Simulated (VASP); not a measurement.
Set up this calculation in VASP 6.6.1, as the native input.

- Task: single point
- Functional: r2SCAN
- Potentials or basis: VASP PAW PBE potentials, release 64 (Rh_pv)
- Cutoff: 550 eV
- k mesh: 24 × 24 × 6
- Occupations: gaussian, width 0.1 eV
- Spin: no spin polarisation
- Dipole correction: no
- Further INCAR settings: ALGO = Normal; EDIFF = 1e-06; NBANDS = 38

Rh:

```
CELL_PARAMETERS angstrom
2.74263 0.00000 0.00000
-1.37131 2.37518 0.00000
0.00000 0.00000 8.67207
ATOMIC_POSITIONS crystal
Rh 0.00000 0.00000 0.00000
Rh 0.33333 0.66667 0.25000
Rh 0.00000 0.00000 0.50000
Rh 0.66667 0.33333 0.75000
```

This cell differs from its parent crystal: biaxial strain in the a-b plane: +2.0 %.

These files were run (other wordings do the same):

POSCAR

```
Rh
1.0
    2.7426250236      0.0000000000      0.0000000000
   -1.3713125118      2.3751829435      0.0000000000
    0.0000000000      0.0000000000      8.6720713660
Rh
4
Direct
    0.0000000000      0.0000000000      0.0000000000
    0.3333333333      0.6666666667      0.2500000000
    0.0000000000      0.0000000000      0.5000000000
    0.6666666667      0.3333333333      0.7500000000
```

INCAR.step1

```
SYSTEM = Rh
PREC     = Accurate       ! precision mode
ENCUT    = 550            ! plane-wave cutoff, eV
ISMEAR   = 0              ! smearing method
SIGMA    = 0.1            ! smearing width, eV
LREAL    = .FALSE.        ! projectors in reciprocal space
LASPH    = .TRUE.         ! aspherical terms in the spheres
NELM     = 120            ! most SCF steps
NBANDS   = 38             ! bands
GGA      = PE             ! functional
ALGO     = Normal         ! electronic algorithm
EDIFF    = 1E-5           ! SCF threshold, eV
LWAVE    = .TRUE.         ! write WAVECAR
LCHARG   = .FALSE.        ! write CHGCAR
GGA_COMPAT= .FALSE.
```

INCAR.step2

```
SYSTEM = Rh
PREC     = Accurate       ! precision mode
ENCUT    = 550            ! plane-wave cutoff, eV
EDIFF    = 1E-6           ! SCF threshold, eV
ISMEAR   = 0              ! smearing method
SIGMA    = 0.1            ! smearing width, eV
LREAL    = .FALSE.        ! projectors in reciprocal space
LASPH    = .TRUE.         ! aspherical terms in the spheres
NELM     = 120            ! most SCF steps
ALGO     = Normal         ! electronic algorithm
ISIF     = 2              ! what is computed and relaxed
LWAVE    = .FALSE.        ! write WAVECAR
LCHARG   = .FALSE.        ! write CHGCAR
METAGGA  = R2SCAN         ! meta-GGA
LMIXTAU  = .TRUE.       
NBANDS   = 38             ! bands
ISTART   = 1            
GGA_COMPAT= .FALSE.
```

KPOINTS

```
regular mesh
0
G
  24 24 6
  0 0 0
```

Potentials or basis: VASP PAW PBE potentials, release 64 (Rh_pv).

Run with:

```sh
$ cat potpaw_PBE.64/Rh_pv/POTCAR > POTCAR
$ cp INCAR.step1 INCAR
$ mpirun -np 1 vasp_std > vasp.out
$ cp INCAR.step2 INCAR
$ mpirun -np 1 vasp_std > vasp.out
```

Results of the run:

| Property | Result |
| --- | --- |
| Pressure | -5.8 GPa |
| Band gap on the k mesh | zero (bands 30 and 31 overlap by 1.90 eV) |

Caveat: the cell differs from its parent crystal (biaxial strain in the a-b plane: +2.0 %); the stress differs along the axes, from -9 to 1 GPa; the PAW data sets were made with another functional, which shifts forces and pressure a little.

Wall time 14 min on 1 thread of Intel(R) Xeon(R) 6975P-C (Granite Rapids), on a shared host, peak memory 0.49 GiB.
